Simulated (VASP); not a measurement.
# TiAl (P-6m2) in VASP: further runs, part 3 of 3

VASP 6.6.1.

### Step 4. Single point, PBE

This run uses another cell than the first one, of 17.13 Å³/atom, 1.011 times its volume.

Contents of INCAR:

```
SYSTEM = TiAl
PREC = Accurate
ENCUT = 520
EDIFF = 1E-6
ISMEAR = 0
SIGMA = 0.15
LREAL = .FALSE.
LASPH = .TRUE.
NELM = 80
ALGO = Normal
ISIF = 2
LWAVE = .FALSE.
LCHARG = .FALSE.
GGA = PE
NBANDS = 14
```

Contents of KPOINTS:

```
regular mesh
0
G
  18 18 10
  0 0 0
```

Contents of POSCAR:

```
TiAl
1.0
    2.9170000000      0.0000000000      0.0000000000
   -1.4585000000      2.5261961028      0.0000000000
    0.0000000000      0.0000000000      4.6484095146
Ti Al
1 1
Direct
    0.0000000000      0.0000000000      0.0000000000
    0.3333333333      0.6666666667      0.5000000000
```

Potentials or basis: VASP PAW PBE potentials, release 64 (Ti_sv, Al).

The run is started by

```bash
$ cat potpaw_PBE.64/Ti_sv/POTCAR potpaw_PBE.64/Al/POTCAR > POTCAR
$ mpirun -np 1 vasp_std > vasp.out
```

OUTCAR:

```text
SYSTEM = TiAl
   PREC = Accurate
   ENCUT = 520
   EDIFF = 1E-6
   ISMEAR = 0
   LREAL = .FALSE.
   LASPH = .TRUE.
   NELM = 80
   ISIF = 2
   GGA = PE

 ion  position               nearest neighbor table
   1  0.000  0.000  0.000-   2 2.87   2 2.87   2 2.87   2 2.87   2 2.87   2 2.87
   2  0.333  0.667  0.500-   1 2.87   1 2.87   1 2.87   1 2.87   1 2.87   1 2.87

  LATTYP: Found a hexagonal cell.
 ALAT       =     2.9170000000
 C/A-ratio  =     1.5935582841

  Lattice vectors:

 A1 = (   2.9170000000,   0.0000000000,   0.0000000000)
 A2 = (  -1.4585000000,   2.5261961028,   0.0000000000)
 A3 = (   0.0000000000,   0.0000000000,   4.6484095146)

Analysis of symmetry for initial positions (statically):
=====================================================================
 Subroutine PRICEL returns:
 Original cell was already a primitive cell.

 Routine SETGRP: Setting up the symmetry group for a
 hexagonal supercell.

 Subroutine GETGRP returns: Found 12 space group operations
 (whereof 12 operations were pure point group operations)
 out of a pool of 24 trial point group operations.

The static configuration has the point symmetry D_3h.

Analysis of symmetry for dynamics (positions and initial velocities):
=====================================================================
 Subroutine PRICEL returns:
 Original cell was already a primitive cell.

 Routine SETGRP: Setting up the symmetry group for a
 hexagonal supercell.

 Subroutine GETGRP returns: Found 12 space group operations
 (whereof 12 operations were pure point group operations)
 out of a pool of 24 trial point group operations.

The dynamic configuration has the point symmetry D_3h.

 Subroutine INISYM returns: Found 12 space group operations
 (whereof 12 operations are pure point group operations),
 and found     1 'primitive' translations

----------------------------------------------------------------------------------------

                                     Primitive cell

  volume of cell :      34.2537

  direct lattice vectors                    reciprocal lattice vectors
     2.917000000  0.000000000  0.000000000     0.342817964  0.197926044  0.000000000
    -1.458500000  2.526196103  0.000000000     0.000000000  0.395852087  0.000000000
     0.000000000  0.000000000  4.648409515     0.000000000  0.000000000  0.215127346

  length of vectors
     2.917000000  2.917000000  4.648409515     0.395852087  0.395852087  0.215127346

  position of ions in fractional coordinates (direct lattice)
     0.000000000  0.000000000  0.000000000
     0.333333333  0.666666667  0.500000000

  ion indices of the primitive-cell ions
   primitive index   ion index
                 1           1
                 2           2

----------------------------------------------------------------------------------------

 KPOINTS: regular mesh

Automatic generation of k-mesh.
 Grid dimensions read from file:
 generate k-points for:   18   18   10

 Generating k-lattice:

  Cartesian coordinates                     Fractional coordinates (reciprocal lattice)
     0.019045442  0.010995891  0.000000000     0.055555556 -0.000000000  0.000000000
     0.000000000  0.021991783  0.000000000     0.000000000  0.055555556  0.000000000
     0.000000000  0.000000000  0.021512735     0.000000000  0.000000000  0.100000000
[... 41 lines left out ...]
   total plane-waves  NPLWV =  20736
   dimension x,y,z NGX =    24 NGY =   24 NGZ =   36
   dimension x,y,z NGXF=    48 NGYF=   48 NGZF=   72
   ions per type =               1   1
   NGX,Y,Z   is equivalent  to a cutoff of  13.68, 13.68, 12.88 a.u.
   NGXF,Y,Z  is equivalent  to a cutoff of  27.36, 27.36, 25.75 a.u.
 SYSTEM =  TiAl
   PREC   = accura    normal or accurate (medium, high low for compatibility)
   ISTART =      0    job   : 0-new  1-cont  2-samecut
   ICHARG =      2    charge: 1-file 2-atom 10-const
   ISPIN  =      1    spin polarized calculation?
   LNONCOLLINEAR =      F non collinear calculations
   LSORBIT =      F    spin-orbit coupling
   LASPH  =      T    aspherical Exc in radial PAW
   ENCUT  =  520.0 eV  38.22 Ry    6.18 a.u.   5.42  5.42  8.64*2*pi/ulx,y,z
   NELM   =     80;   NELMIN=  2; NELMDL= -5     # of ELM steps
   EDIFF  = 0.1E-05   stopping-criterion for ELM
   LREAL  =      F    real-space projection
   EDIFFG = 0.1E-04   stopping-criterion for IOM
   NSW    =      0    number of steps for IOM
   IBRION =     -1    ionic relax: 0-MD 1-quasi-New 2-CG
   NFREE  =      0    steps in history (QN), initial steepest desc. (CG)
   ISIF   =      2    stress and relaxation
   ISYM   =      2    0-nonsym 1-usesym 2-fastsym
   POTIM  = 0.5000    time-step for ionic-motion
   TEBEG  =    0.0;   TEEND  =   0.0 temperature during run
   PSTRESS=    0.0 pullay stress
   NELECT =      15.0000    total number of electrons
   NUPDOWN=      -1.0000    fix difference up-down
   EMIN   =  10.00;   EMAX   =-10.00  energy-range for DOS
   EFERMI =   0.00;   METHOD = LEGACY
   ISMEAR =     0;   SIGMA  =   0.15  broadening in eV -4-tet -1-fermi 0-gaus
   EFERMI_NEDOS =   21; number of points for ismear=-14 and -15
   IALGO  =     38    algorithm
   IMIX   =      4    mixing-type and parameters
     AMIX     =   0.40;   BMIX     =  1.00
     AMIX_MAG =   1.60;   BMIX_MAG =  1.00
  volume/ion in A,a.u.               =      17.13       115.58
  Fermi-wavevector in a.u.,A,eV,Ry     =   1.243186  2.349280 21.027945  1.545510
  Thomas-Fermi vector in A             =   2.377507
   LORBIT       =      0    0 simple, 1 ext, 2 COOP (PROOUT), +10 PAW based schemes
   GGA     = PE    functional components
   LHFCALC =     F    Hartree Fock is set to
   AEXX    =    0.0000 exact exchange contribution
   IVDW    =     0    specifies the selected vdW correction
   LEPSILON=     F    determine dielectric tensor
   LRPA    =     F    only Hartree local field effects (RPA)
 non-spin polarized calculation
 Gauss-broadening in eV      SIGMA  =   0.15
  energy-cutoff  :      520.00
  volume of cell :       34.25
 maximum number of plane-waves:       954
 NGX is ok and might be reduce to    24
   NGX = 11   NGY = 11   NGZ = 17

 number of electron      14.9999999 magnetization

 Free energy of the ion-electron system (eV)
  ---------------------------------------------------
  ext. energy  EPLUGINS =         0.00000000
  ---------------------------------------------------
  free energy    TOTEN  =       -12.09096460 eV

  energy without entropy =      -12.06109915  energy(sigma->0) =      -12.07603188

 E-fermi :   7.5659     XC(G=0): -10.8155

 val. band max:        7.5655316193   @ k =   0.1111   0.0556   0.5000
 cond. band min:       7.5669882237   @ k =   0.3333   0.2778   0.3000
 fundamental gap:      0.0014566044
 Fermi energy:         7.5659468411

 k-point     1 :       0.0000    0.0000    0.0000
  band No.  band energies     occupation
      1     -49.0356      2.00000
      2     -25.3492      2.00000
      3     -24.9817      2.00000
      4     -24.9817      2.00000
      5      -1.1824      2.00000
      6       5.3977      2.00000
      7       5.9304      2.00000
      8       8.7895      0.00000
      9       8.7895      0.00000
     10      10.1691      0.00000
     11      10.1691      0.00000
     12      11.5847      0.00000
     13      19.9764      0.00000
     14      19.9764      0.00000
[... 377 lines left out ...]
      1     -48.9586      2.00000
      2     -25.4375      2.00000
      3     -25.2709      2.00000
      4     -25.1269      2.00000
      5       3.3857      2.00000
      6       5.5670      2.00000
      7       6.2520      2.00000
      8       6.8531      2.00000
      9       9.0773      0.00000
     10      10.5388      0.00000
     11      11.4559      0.00000
     12      12.1946      0.00000
     13      12.9279      0.00000
     14      13.8094      0.00000

 [... further k-points ...]

------------------------ aborting loop because EDIFF is reached ----------------------------------------

  FORCE on cell =-STRESS in cart. coord.  units (eV):
  Direction    XX          YY          ZZ          XY          YZ          ZX
  --------------------------------------------------------------------------------------
  -------------------------------------------------------------------------------------
  Total       -0.5882339     -0.5882339     -0.3577003      0.0000000      0.0000000      0.0000000
  in kB      -27.5139386    -27.5139386    -16.7310029      0.0000000      0.0000000      0.0000000
  external PRESSURE =     -23.9196267 kB  Pullay stress =       0.0000000 kB

 VOLUME and BASIS-vectors are now :
 -----------------------------------------------------------------------------
  energy-cutoff  :      520.00
  volume of cell :       34.25
      direct lattice vectors                 reciprocal lattice vectors
     2.917000000  0.000000000  0.000000000     0.342817964  0.197926044  0.000000000
    -1.458500000  2.526196103  0.000000000     0.000000000  0.395852087  0.000000000
     0.000000000  0.000000000  4.648409515     0.000000000  0.000000000  0.215127346

 POSITION                                       TOTAL-FORCE (eV/Angst)
 -----------------------------------------------------------------------------------
      0.00000      0.00000      0.00000         0.000000      0.000000      0.000000
     -0.00000      1.68413      2.32420        -0.000000     -0.000000      0.000000
 -----------------------------------------------------------------------------------
    total drift:                                0.000000     -0.000000      0.000000

  FREE ENERGIE OF THE ION-ELECTRON SYSTEM (eV)
  ---------------------------------------------------
  free  energy   TOTEN  =       -12.0909646028 eV

  energy  without entropy=      -12.0610991547  energy(sigma->0) =      -12.07603188
```

OSZICAR:

```text
N       E                     dE             d eps       ncg     rms          rms(c)
DAV:   1     0.991366978790E+02    0.99137E+02   -0.70540E+03  6230   0.107E+03
DAV:   2    -0.782627821180E+01   -0.10696E+03   -0.10297E+03  6384   0.296E+02
DAV:   3    -0.135493667721E+02   -0.57231E+01   -0.56009E+01  9518   0.653E+01
DAV:   4    -0.137087510404E+02   -0.15938E+00   -0.15913E+00  7052   0.984E+00
DAV:   5    -0.137148668239E+02   -0.61158E-02   -0.61154E-02  9394   0.181E+00    0.907E+00
DAV:   6    -0.124138170397E+02    0.13010E+01   -0.66192E+00  7062   0.307E+01    0.386E+00
DAV:   7    -0.121210443948E+02    0.29277E+00   -0.85729E-01  6798   0.105E+01    0.189E+00
DAV:   8    -0.120983491565E+02    0.22695E-01   -0.18843E-01  6978   0.497E+00    0.912E-01
DAV:   9    -0.120958585413E+02    0.24906E-02   -0.74024E-02  6672   0.376E+00    0.522E-01
DAV:  10    -0.120909133796E+02    0.49452E-02   -0.11757E-02  6768   0.139E+00    0.659E-02
DAV:  11    -0.120909821460E+02   -0.68766E-04   -0.11348E-03  8528   0.323E-01    0.626E-02
DAV:  12    -0.120909738386E+02    0.83074E-05   -0.47960E-05  6874   0.660E-02    0.369E-02
DAV:  13    -0.120909657012E+02    0.81374E-05   -0.11913E-05  7350   0.413E-02    0.144E-02
DAV:  14    -0.120909645628E+02    0.11384E-05   -0.22778E-06  6558   0.141E-02    0.258E-03
DAV:  15    -0.120909646028E+02   -0.40069E-07   -0.12321E-07  3426   0.395E-03
   1 F= -.12090965E+02 E0= -.12076032E+02  d E =-.298654E-01
```

It took 33 s on 1 thread of Intel Xeon 6975P-C (Granite Rapids), shared host; peak memory 0.23 GiB.

What came out:

```
Free energy : -12.0910 eV
Pressure    : -2.4 GPa
```

### Step 5. Single point, PBE

This run uses another cell than the first one, of 17.15 Å³/atom, 1.012 times its volume.

Contents of INCAR:

```
ALGO = Normal ; EDIFF = 1E-6
ENCUT = 520 ; GGA = PE
ISIF = 2 ; ISMEAR = 0
LASPH = T ; LCHARG = T
LELF = T ; LREAL = F
LVHAR = T ; LWAVE = F
NBANDS = 14 ; NELM = 80
PREC = Accurate ; SIGMA = 0.15
```

Contents of KPOINTS:

```
k-points
0
Gamma
  18 18 10
```

Contents of POSCAR:

```
TiAl
1.0
    2.8089000000      0.0000000000      0.0000000000
   -1.4044500000      2.4325787567      0.0000000000
    0.0000000000      0.0000000000      5.0203000000
Ti Al
1 1
Direct
    0.0000000000      0.0000000000      0.0000000000
    0.3333333333      0.6666666667      0.5000000000
```

Potentials or basis: VASP PAW PBE potentials, release 64 (Ti_sv, Al).

The run is started by

```bash
$ cat potpaw_PBE.64/Ti_sv/POTCAR potpaw_PBE.64/Al/POTCAR > POTCAR
$ mpirun -np 1 vasp_std > vasp.out
```

OUTCAR:

```text
EDIFF = 1E-6
   ENCUT = 520
   GGA = PE
   ISIF = 2
   ISMEAR = 0
   LASPH = T
   LREAL = F
   NELM = 80
   PREC = Accurate

 ion  position               nearest neighbor table
   1  0.000  0.000  0.000-   2 2.99   2 2.99   2 2.99   2 2.99   2 2.99   2 2.99
   2  0.333  0.667  0.500-   1 2.99   1 2.99   1 2.99   1 2.99   1 2.99   1 2.99

  LATTYP: Found a hexagonal cell.
 ALAT       =     2.8089000000
 C/A-ratio  =     1.7872832782

  Lattice vectors:

[... 594 lines left out ...]
 [... further k-points ...]

------------------------ aborting loop because EDIFF is reached ----------------------------------------

  FORCE on cell =-STRESS in cart. coord.  units (eV):
  Direction    XX          YY          ZZ          XY          YZ          ZX
  --------------------------------------------------------------------------------------
  -------------------------------------------------------------------------------------
  Total        0.5244047      0.5244047     -2.8367040      0.0000000      0.0000000      0.0000000
  in kB       24.4931297     24.4931297   -132.4926369      0.0000000      0.0000000      0.0000000
  external PRESSURE =     -27.8354592 kB  Pullay stress =       0.0000000 kB

 VOLUME and BASIS-vectors are now :
 -----------------------------------------------------------------------------
  energy-cutoff  :      520.00
  volume of cell :       34.30
      direct lattice vectors                 reciprocal lattice vectors
     2.808900000  0.000000000  0.000000000     0.356011250  0.205543191  0.000000000
    -1.404450000  2.432578757  0.000000000     0.000000000  0.411086382  0.000000000
     0.000000000  0.000000000  5.020300000     0.000000000  0.000000000  0.199191283

 POSITION                                       TOTAL-FORCE (eV/Angst)
 -----------------------------------------------------------------------------------
      0.00000      0.00000      0.00000        -0.000000     -0.000000      0.000000
     -0.00000      1.62172      2.51015         0.000000      0.000000      0.000000
 -----------------------------------------------------------------------------------
    total drift:                                0.000000     -0.000000      0.000000

  FREE ENERGIE OF THE ION-ELECTRON SYSTEM (eV)
  ---------------------------------------------------
  free  energy   TOTEN  =       -11.9774735912 eV

  energy  without entropy=      -11.9551568493  energy(sigma->0) =      -11.96631522
```

OSZICAR:

```text
N       E                     dE             d eps       ncg     rms          rms(c)
DAV:   1     0.989514350329E+02    0.98951E+02   -0.70470E+03  6222   0.107E+03
DAV:   2    -0.728226339935E+01   -0.10623E+03   -0.10190E+03  6474   0.295E+02
DAV:   3    -0.131582721098E+02   -0.58760E+01   -0.57343E+01  9448   0.660E+01
DAV:   4    -0.133275204957E+02   -0.16925E+00   -0.16893E+00  7080   0.100E+01
DAV:   5    -0.133342436842E+02   -0.67232E-02   -0.67221E-02  9360   0.187E+00    0.877E+00
DAV:   6    -0.123407170664E+02    0.99353E+00   -0.52078E+00  7274   0.284E+01    0.391E+00
DAV:   7    -0.120046903854E+02    0.33603E+00   -0.76009E-01  6936   0.101E+01    0.200E+00
DAV:   8    -0.119796057384E+02    0.25085E-01   -0.16467E-01  6978   0.471E+00    0.775E-01
DAV:   9    -0.119787090799E+02    0.89666E-03   -0.32795E-02  7248   0.260E+00    0.305E-01
DAV:  10    -0.119774645655E+02    0.12445E-02   -0.53470E-03  7252   0.923E-01    0.592E-02
DAV:  11    -0.119774854385E+02   -0.20873E-04   -0.36703E-04  7614   0.168E-01    0.455E-02
DAV:  12    -0.119774770210E+02    0.84175E-05   -0.21408E-05  7864   0.433E-02    0.231E-02
DAV:  13    -0.119774737671E+02    0.32539E-05   -0.38817E-06  7206   0.226E-02    0.623E-03
DAV:  14    -0.119774735912E+02    0.17587E-06   -0.53500E-07  3888   0.694E-03
   1 F= -.11977474E+02 E0= -.11966315E+02  d E =-.223167E-01
```

Wall time 34 s (1 thread of Intel Xeon 6975P-C (Granite Rapids), shared host); peak memory 0.24 GiB.

Results:

* Free energy: -11.9775 eV
* Pressure: -2.8 GPa

Levels at points of the mesh, in eV from the Fermi level:
```csv
k point,band 4,band 5,band 6,band 7,band 8,band 9,band 10,band 11
"(0.00, 0.00, 0.00)",-32.46,-9.04,-2.72,-2.51,1.24,1.24,2.69,2.87
"(0.50, 0.00, 0.00)",-32.61,-3.55,-2.67,-1.57,-1.19,2.20,3.56,3.68
"(0.00, 0.00, 0.50)",-32.46,-8.39,-5.41,-0.94,1.24,1.24,2.84,2.84
"(0.50, 0.00, 0.50)",-32.61,-3.48,-2.53,-1.89,0.60,0.84,2.09,2.10
```

### Step 6. Overview

| cell | gap on the mesh (eV) | pressure (GPa) |
| --- | --- | --- |
| a = 2.845, b = 2.845, c = 4.834 Å, angles 90.0, 90.0, 120.0°, 2 atoms | none | -1.8 |
| a = 2.881, b = 2.881, c = 4.741 Å, angles 90.0, 90.0, 120.0°, 2 atoms | none | -2.2 |
| a = 2.917, b = 2.917, c = 4.648 Å, angles 90.0, 90.0, 120.0°, 2 atoms | none | -2.4 |
| a = 2.809, b = 2.809, c = 5.020 Å, angles 90.0, 90.0, 120.0°, 2 atoms | none | -2.8 |

Alike in all rows: task single point; level PBE; potentials or basis VASP PAW PBE potentials, release 64 (Ti_sv, Al); no spin polarisation; k mesh 18 × 18 × 10; cutoff (eV) 520; smearing gaussian 0.15 eV.

Total energies depend on the potentials used, so only differences within one code and one set of settings carry meaning.
